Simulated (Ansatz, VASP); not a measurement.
Two plane-wave programs on GaO

File INCAR:

```
SYSTEM = GaO
PREC = Accurate
ENCUT = 520
EDIFF = 1E-8
ISMEAR = 0
SIGMA = 0.01
LREAL = .FALSE.
LASPH = .TRUE.
NELM = 60
ALGO = Normal
ISIF = 2
LWAVE = .FALSE.
LCHARG = .FALSE.
GGA = PS
LEFG = .TRUE.
NBANDS = 48
```

Contents of KPOINTS:

```
regular mesh
0
G
  12 12 2
  0 0 0
```

The input POSCAR:

```
GaO
1.0
    3.0698229299      0.0000000000      0.0000000000
   -1.5349114650      2.6585446424      0.0000000000
    0.0000000000      0.0000000000     12.8721114504
Ga O
4 4
Direct
    0.3333333333      0.6666666667      0.1538629561
    0.6666666667      0.3333333333      0.6538629561
    0.3333333333      0.6666666667      0.3461370439
    0.6666666667      0.3333333333      0.8461370439
    0.3333333333      0.6666666667      0.5979648337
    0.6666666667      0.3333333333      0.0979648337
    0.3333333333      0.6666666667      0.9020351663
    0.6666666667      0.3333333333      0.4020351663
```

Input for Ansatz:

```yaml
crystal:
  lattice:
    - [3.0698229299, 0.0, 0.0]
    - [-1.534911465, 2.6585446424, 0.0]
    - [0.0, 0.0, 12.8721114504]
  atoms:
    - { symbol: Ga, position: [0.3333333333, 0.6666666667, 0.1538629561] }
    - { symbol: Ga, position: [0.6666666667, 0.3333333333, 0.6538629561] }
    - { symbol: Ga, position: [0.3333333333, 0.6666666667, 0.3461370439] }
    - { symbol: Ga, position: [0.6666666667, 0.3333333333, 0.8461370439] }
    - { symbol: O, position: [0.3333333333, 0.6666666667, 0.5979648337] }
    - { symbol: O, position: [0.6666666667, 0.3333333333, 0.0979648337] }
    - { symbol: O, position: [0.3333333333, 0.6666666667, 0.9020351663] }
    - { symbol: O, position: [0.6666666667, 0.3333333333, 0.4020351663] }
basis:
  ecutwfc: 420
kpoints:
  mp_grid: { grid: [12, 12, 2] }
hamiltonian:
  xc: pbesol
scf:
  occupations: { method: fixed }
output:
  forces: true
  stress: true
  eigenvalues: true
  efg: {}
checkpoint:
  read: start.run
  write: ck
  compress: false
  write_wavefunctions: false
  write_every: 100000
```

Alike in both runs: task electric field gradients; functional PBEsol; k mesh 12 × 12 × 2; no spin polarisation.

|  | VASP | Ansatz |
| --- | --- | --- |
| version | VASP 6.6.1 | Ansatz 0.2.0 |
| potentials or method | VASP PAW PBE potentials, release 64 (Ga_d, O), cutoff 520 eV | scalar-relativistic, plane waves, PAW |
| occupations | gaussian, width 0.01 eV | fixed |
| valence electrons in the cell | 76 | 76 |

VASP gave:

```
gap on the k mesh at the Fermi level (eV)                     : 1.10
least direct gap on the mesh (eV)                             : 1.11
pressure (GPa)                                                : 0.2
traceless stress, the component that is largest in VASP (GPa) : -0.29
rms of the force components (eV/Å)                            : 0.009
size of Vzz on the site where it differs most (V/Å²)          : 48.2
```

Estimate Ansatz's values.

gap on the k mesh at the Fermi level (eV): 1.10; least direct gap on the mesh (eV): 1.12; pressure (GPa): 0.0; traceless stress, the component that is largest in VASP (GPa): -0.01; rms of the force components (eV/Å): 0.000; size of Vzz on the site where it differs most (V/Å²): 52.4.

VASP's potentials were made for PBE, not for PBEsol. Atom by atom the forces differ by 0.010 eV/Å (rms over components).
